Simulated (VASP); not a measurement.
**LiGa3: single point with LDA**

The system is LiGa3.

```xyz
4
Lattice="3.6216 0.0000 0.0000 0.0000 3.6216 0.0000 0.0000 0.0000 4.0940" Properties=species:S:1:pos:R:3 pbc="T T T"
Li    0.0000    0.0000    0.0000
Ga    1.8108    0.0000    2.0470
Ga    0.0000    1.8108    2.0470
Ga    1.8108    1.8108    0.0000
```

This cell differs from its parent crystal: strain -0.080 along x and y, +0.040 along z.

```yaml
Program: VASP 6.6.1
Task: single point
Functional: LDA
Potentials_or_basis: VASP PAW LDA potentials, release 64 (Li_sv, Ga_d)
Cutoff: 520 eV
k_mesh: 12 × 12 × 12
Occupations: gaussian, width 0.15 eV
Spin: no spin polarisation
Dipole_correction: no
Further_INCAR_settings: ALGO = Normal; EDIFF = 1e-06; NBANDS = 29
```

```json
{
 "Band gap on the k mesh": "zero (band 21 reaches 10.37 eV, above the bottom of band 22 at 3.17 eV)"
}
```

Levels at points of the mesh, in eV from the Fermi level:
```tsv
k point	band 17	band 18	band 19	band 20	band 21	band 22	band 23	band 24	band 25	band 26
(0.00, 0.00, 0.00)	-12.24	-3.77	-2.51	-1.87	-1.87	0.01	3.85	6.17	6.17	6.72
(0.50, 0.00, 0.00)	-10.14	-8.59	-1.12	-0.67	0.25	0.86	1.35	2.13	3.18	5.48
(0.50, 0.50, 0.00)	-7.56	-6.72	-6.72	-4.35	1.80	2.00	2.21	2.21	2.80	2.80
(0.00, 0.00, 0.50)	-10.88	-8.90	-0.03	-0.03	1.26	1.56	1.56	2.89	3.15	5.28
(0.50, 0.00, 0.50)	-8.27	-7.57	-7.32	-4.24	3.23	3.45	3.58	4.35	5.14	5.25
(0.50, 0.50, 0.50)	-5.45	-4.81	-4.81	-4.77	-4.34	-3.97	-3.97	2.93	11.00	11.69
```

Wall time 3.9 min on 1 thread of AMD EPYC 7R13 Processor (Zen 3), on a shared host, peak memory 0.29 GiB.

Caveat: the cell differs from its parent crystal (strain -0.080 along x and y, +0.040 along z).
